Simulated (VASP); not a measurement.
# TiO2 (P4_2/mnm) in VASP: relaxation of cell and atoms with LDA

Aim: the relaxation of cell and atoms of TiO2 with LDA.

All numbers are computed with VASP 6.6.1; they aren't measurements. Logs are shortened: lines on timing, memory, paths and dates and some standing lists are left out, and cuts for length are marked.

**1. The cell of the first run**

Symmetry: P4_2/mnm, No. 136, tetragonal system. Conventional cell: a = 4.592 Å, b = 4.592 Å, c = 2.957 Å, α = 90.00°, β = 90.00°, γ = 90.00°. Ti (site symmetry mmm) has 6 O at 1.95 to 1.98 Å within 2.6 Å. Within 2.6 Å of O (site symmetry m2m) lie 3 Ti at 1.95 to 1.98 Å and 1 O at 2.53 Å.

**2. Relaxation of cell and atoms, LDA**

The input, INCAR:

```
SYSTEM = TiO2
PREC = Accurate
ENCUT = 600
EDIFF = 1E-6
ISMEAR = 0
SIGMA = 0.02
LREAL = .False.
LASPH = .True.
NELM = 80
ALGO = Normal
ISIF = 3
LWAVE = .False.
LCHARG = .False.
IBRION = 2
NSW = 100
EDIFFG = -0.002
```

The input, KPOINTS:

```
regular mesh
0
Gamma
  8 8 14
  0 0 0
```

The input, POSCAR:

```
TiO2
1.0
    4.5922000000      0.0000000000      0.0000000000
    0.0000000000      4.5922000000      0.0000000000
    0.0000000000      0.0000000000      2.9574000000
Ti O
2 4
Direct
    0.0000000000      0.0000000000      0.0000000000
    0.5000000000      0.5000000000      0.5000000000
    0.3049600000      0.3049600000      0.0000000000
    0.1950400000      0.8049600000      0.5000000000
    0.6950400000      0.6950400000      0.0000000000
    0.8049600000      0.1950400000      0.5000000000
```

Potentials or basis: VASP PAW LDA potentials, release 64 (Ti_sv, O).

Launch:

```sh
$ cat potpaw_LDA.64/Ti_sv/POTCAR potpaw_LDA.64/O/POTCAR > POTCAR
$ mpirun -np 1 vasp_std > vasp.out
```

OUTCAR:

```text
SYSTEM = TiO2
   PREC = Accurate
   ENCUT = 600
   EDIFF = 1E-6
   ISMEAR = 0
   LREAL = .False.
   LASPH = .True.
   NELM = 80
   ISIF = 3
   IBRION = 2
   NSW = 100
   EDIFFG = -0.002

 ion  position               nearest neighbor table
   1  0.000  0.000  0.000-   4 1.95   6 1.95   4 1.95   6 1.95   5 1.98   3 1.98
   2  0.500  0.500  0.500-   3 1.95   5 1.95   3 1.95   5 1.95   4 1.98   6 1.98
   3  0.305  0.305  0.000-   2 1.95   2 1.95   1 1.98
   4  0.195  0.805  0.500-   1 1.95   1 1.95   2 1.98
   5  0.695  0.695  0.000-   2 1.95   2 1.95   1 1.98
   6  0.805  0.195  0.500-   1 1.95   1 1.95   2 1.98

  LATTYP: Found a simple tetragonal cell.
 ALAT       =     4.5922000000
 C/A-ratio  =     0.6440050520

  Lattice vectors:

 A1 = (   4.5922000000,   0.0000000000,   0.0000000000)
 A2 = (   0.0000000000,   4.5922000000,   0.0000000000)
 A3 = (   0.0000000000,   0.0000000000,   2.9574000000)

Analysis of symmetry for initial positions (statically):
=====================================================================
 Subroutine PRICEL returns:
 Original cell was already a primitive cell.

 Routine SETGRP: Setting up the symmetry group for a
 simple tetragonal supercell.

 Subroutine GETGRP returns: Found 16 space group operations
 (whereof  8 operations were pure point group operations)
 out of a pool of 16 trial point group operations.

The static configuration has the point symmetry D_2h.
 The point group associated with its full space group is D_4h.

Analysis of symmetry for dynamics (positions and initial velocities):
=====================================================================
 Subroutine PRICEL returns:
 Original cell was already a primitive cell.

 Routine SETGRP: Setting up the symmetry group for a
 simple tetragonal supercell.

 Subroutine GETGRP returns: Found 16 space group operations
 (whereof  8 operations were pure point group operations)
 out of a pool of 16 trial point group operations.

The dynamic configuration has the point symmetry D_2h.
 The point group associated with its full space group is D_4h.

 Subroutine INISYM returns: Found 16 space group operations
 (whereof  8 operations are pure point group operations),
 and found     1 'primitive' translations

----------------------------------------------------------------------------------------
[... 122 lines left out ...]
  volume/ion in A,a.u.               =      10.39        70.15
  Fermi-wavevector in a.u.,A,eV,Ry     =   1.500277  2.835112 30.624403  2.250830
  Thomas-Fermi vector in A             =   2.611798
   LORBIT       =      0    0 simple, 1 ext, 2 COOP (PROOUT), +10 PAW based schemes
   GGA     = CA    functional components
   LHFCALC =     F    Hartree Fock is set to
   AEXX    =    0.0000 exact exchange contribution
   IVDW    =     0    specifies the selected vdW correction
   LEPSILON=     F    determine dielectric tensor
   LRPA    =     F    only Hartree local field effects (RPA)
 conjugate gradient relaxation of ions
 non-spin polarized calculation
 Gauss-broadening in eV      SIGMA  =   0.02
  energy-cutoff  :      600.00
  volume of cell :       62.37
 maximum number of plane-waves:      2104
 NGX is ok and might be reduce to    40
   NGX = 19   NGY = 19   NGZ = 11

--------------------------------------- Ionic step        1  -------------------------------------------

 number of electron      47.9999988 magnetization

 Free energy of the ion-electron system (eV)
  ---------------------------------------------------
  ext. energy  EPLUGINS =         0.00000000
  ---------------------------------------------------
  free energy    TOTEN  =       -58.75167567 eV

  energy without entropy =      -58.75167567  energy(sigma->0) =      -58.75167567

------------------------ aborting loop because EDIFF is reached ----------------------------------------

  FORCE on cell =-STRESS in cart. coord.  units (eV):
  Direction    XX          YY          ZZ          XY          YZ          ZX
  --------------------------------------------------------------------------------------
  -------------------------------------------------------------------------------------
  Total       -2.3990410     -2.3990410     -3.4546409     -0.0000000      0.0000000      0.0000000
  in kB      -61.6306292    -61.6306292    -88.7486659     -0.0000000      0.0000000      0.0000000
  external PRESSURE =     -70.6699748 kB  Pullay stress =       0.0000000 kB
[... 101 lines left out ...]
  FREE ENERGIE OF THE ION-ELECTRON SYSTEM (eV)
  ---------------------------------------------------
  free  energy   TOTEN  =       -58.7918970286 eV

  energy  without entropy=      -58.7918970286  energy(sigma->0) =      -58.79189703

[... ionic steps 4 to 13 ...]

--------------------------------------- Ionic step       14  -------------------------------------------

 number of electron      48.0000001 magnetization

------------------------ aborting loop because EDIFF is reached ----------------------------------------
[... 75 lines left out ...]
--------------------------------------- Ionic step       16  -------------------------------------------

 number of electron      48.0000001 magnetization

 Free energy of the ion-electron system (eV)
  ---------------------------------------------------
  ext. energy  EPLUGINS =         0.00000000
  ---------------------------------------------------
  free energy    TOTEN  =       -58.79407525 eV

  energy without entropy =      -58.79407525  energy(sigma->0) =      -58.79407525

 E-fermi :   5.1023     XC(G=0): -12.1551

 val. band max:        4.8863233146   @ k =   0.0000   0.0000   0.0000
 cond. band min:       6.7027010526   @ k =   0.0000   0.0000   0.0000
 fundamental gap:      1.8163777380
 Fermi energy:         5.1023177777

 k-point     1 :       0.0000    0.0000    0.0000
  band No.  band energies     occupation
      1     -51.2084      2.00000
      2     -51.1866      2.00000
      3     -27.9510      2.00000
      4     -27.9510      2.00000
      5     -27.7579      2.00000
      6     -27.7579      2.00000
[... 733 lines left out ...]
     27       7.9078      0.00000
     28       7.9078      0.00000

 [... further k-points ...]

------------------------ aborting loop because EDIFF is reached ----------------------------------------

  FORCE on cell =-STRESS in cart. coord.  units (eV):
  Direction    XX          YY          ZZ          XY          YZ          ZX
  --------------------------------------------------------------------------------------
  -------------------------------------------------------------------------------------
  Total       -0.0025462     -0.0025462      0.0036810      0.0000000      0.0000000      0.0000000
  in kB       -0.0673815     -0.0673815      0.0974122      0.0000000      0.0000000      0.0000000
  external PRESSURE =      -0.0124503 kB  Pullay stress =       0.0000000 kB
[... 21 lines left out ...]
  FREE ENERGIE OF THE ION-ELECTRON SYSTEM (eV)
  ---------------------------------------------------
  free  energy   TOTEN  =       -58.7940752466 eV

  energy  without entropy=      -58.7940752466  energy(sigma->0) =      -58.79407525

 reached required accuracy - stopping structural energy minimisation
```

CONTCAR:

```text
TiO2
   1.00000000000000
     4.5520814841078723    0.0000000000000000    0.0000000000000000
     0.0000000000000000    4.5520814841078723    0.0000000000000000
     0.0000000000000000    0.0000000000000000    2.9217761479476989
  Ti              O
     2     4
Direct
     0.0000000000000000    1.0000000000000000    0.0000000000000000
     0.5000000000000000    0.5000000000000000    0.5000000000000000
     0.3038491209028134    0.3038491209028134    0.0000000000000000
     0.1961508790971866    0.8038491209028132    0.5000000000000000
     0.6961508790971868    0.6961508790971868    1.0000000000000000
     0.8038491209028132    0.1961508790971866    0.5000000000000000

  0.00000000E+00  0.00000000E+00  0.00000000E+00
  0.00000000E+00  0.00000000E+00  0.00000000E+00
  0.00000000E+00  0.00000000E+00  0.00000000E+00
  0.00000000E+00  0.00000000E+00  0.00000000E+00
  0.00000000E+00  0.00000000E+00  0.00000000E+00
  0.00000000E+00  0.00000000E+00  0.00000000E+00
```

Wall time 11 min (1 thread of AMD EPYC 9R45 (Zen 5), shared host); peak memory 0.29 GiB.

Results:

- Free energy: -58.7941 eV
- Relaxed volume: 10.09 Å³/atom
- Relaxed cell: a = 4.552 Å, b = 4.552 Å, c = 2.922 Å, α = 90.00°, β = 90.00°, γ = 90.00°
- Space group after relaxing (to 0.1 Å): P4_2/mnm (No. 136)
- Energy gained by relaxing: 7.1 meV/atom
- Ionic steps: 16
- Pressure after relaxing: 0.0 GPa
- Band gap on the k mesh: 1.82 eV

The path:
```tsv
step	energy change (eV)	largest force (eV/Å)	pressure (GPa)	volume (Å³)
1	0.0000	0.0014	-7.07	62.37
2	0.0421	0.3957	11.35	58.32
3	-0.0402	0.1495	-0.09	60.66
4	-0.0402	0.1527	0.01	60.62
5	-0.0424	0.0158	0.03	60.53
6	-0.0424	0.0018	0.06	60.52
7	-0.0424	0.0015	0.08	60.52
8	-0.0424	0.0047	0.10	60.53
9	-0.0424	0.0009	-0.13	60.58
10	-0.0424	0.0027	-0.04	60.54
11	-0.0424	0.0033	0.02	60.54
12	-0.0424	0.0030	0.03	60.54
13	-0.0424	0.0025	0.02	60.54
14	-0.0424	0.0023	0.01	60.54
15	-0.0424	0.0024	0.01	60.54
16	-0.0424	0.0006	0.00	60.54
```

Final structure:
```
CELL_PARAMETERS angstrom
4.55208 0.00000 0.00000
0.00000 4.55208 0.00000
0.00000 0.00000 2.92178
ATOMIC_POSITIONS crystal
Ti 0.00000 0.00000 0.00000
Ti 0.50000 0.50000 0.50000
O 0.30385 0.30385 0.00000
O 0.19615 0.80385 0.50000
O 0.69615 0.69615 0.00000
O 0.80385 0.19615 0.50000
```

Levels at points of the mesh, in eV from the valence-band top:
| k point | band 22 | band 23 | band 24 | band 25 | band 26 | band 27 |
| --- | --- | --- | --- | --- | --- | --- |
| (0.00, 0.00, 0.00) | -0.48 | -0.48 | 0.00 | 1.82 | 2.10 | 2.40 |
| (0.50, 0.00, 0.00) | -1.70 | -0.78 | -0.78 | 2.53 | 2.53 | 3.09 |
| (0.50, 0.50, 0.00) | -1.32 | -1.11 | -1.11 | 1.86 | 1.86 | 2.54 |
| (0.00, 0.00, 0.50) | -2.57 | -1.47 | -1.47 | 3.04 | 3.04 | 3.27 |
| (0.50, 0.00, 0.50) | -2.15 | -1.10 | -1.10 | 1.86 | 1.86 | 3.29 |
| (0.50, 0.50, 0.50) | -1.39 | -0.68 | -0.68 | 2.61 | 2.61 | 3.23 |
